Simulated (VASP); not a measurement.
Here is a VASP 6.6.1 calculation.

INCAR

```
PREC = Accurate
ENCUT = 520
EDIFF = 1E-7
ISMEAR = -1
SIGMA = 0.02
LREAL = Auto
LASPH = T
NELM = 80
ALGO = Normal
ISIF = 2
LWAVE = F
LCHARG = F
GGA = PS
NBANDS = 49
```

File KPOINTS:

```
regular mesh
0
Gamma
  1 1 1
```

File POSCAR:

```
H16CO7
1.0
    5.8245490000      0.0000000000      0.0000000000
    0.0000000000      5.8245490000      0.0000000000
    0.0000000000      0.0000000000      5.8245490000
O H C
7 16 1
Direct
    0.7569341420      0.9446739997      0.7988257975
    0.6595532118      0.3172091092      0.9985494156
    0.5229074388      0.5792208118      0.4566533821
    0.0184563646      0.8728744492      0.4504211399
    0.4021770613      1.0432395710      0.2638315859
    0.2834039168      0.2372715896      0.6559306137
   -0.0126361715      0.5286074510      0.8442713762
    0.7193003269      0.8146210119      0.8807377189
    0.7126388670      1.0998619807      0.9038639730
    0.8196171068      0.4159978738      0.9530694995
    0.5517337050      0.3482501392      0.8707626977
    0.5831181092      0.5109751845      0.3092771646
    0.5580861282      0.7368639186      0.4426265450
   -0.0983595468      0.9092206109      0.5730229070
    0.1006258167      0.7453109245      0.5068718625
    0.2373574332      1.0016054462      0.2754719722
    0.4312093520      1.1388349553      0.1320617270
    0.3575727494      0.2200342035      0.5052236662
    0.1907100447      0.0965740008      0.6548146475
    0.1176571783      0.8370605175      0.8812184428
    0.0940330316      0.4036707391      0.7629603597
    0.2243778875      0.6623173743      1.1172367165
    0.3213295999      0.6336799639      0.8190848768
    0.1761509775      0.6741466163      0.9362613311
```

Potentials or basis: VASP PAW PBE potentials, release 64 (O, H, C).

Command:

```sh
$ cat potpaw_PBE.64/O/POTCAR potpaw_PBE.64/H/POTCAR potpaw_PBE.64/C/POTCAR > POTCAR
$ mpirun -np 1 vasp_gam > vasp.out
```

**Question.** What does it give for the band gap on the k mesh?

**Answer.** 5.12 eV.

**Question.** Estimate the largest force.

**Answer.** 3.989 eV/Å.

Stress tensor (GPa, compression positive):
```
-0.92  0.75 -0.39
 0.75  5.92 -4.42
-0.39 -4.42 -0.02
```

Caveat: the k points lie up to 1.08 Å⁻¹ apart; the PAW data sets were made with another functional, which shifts forces and pressure a little.
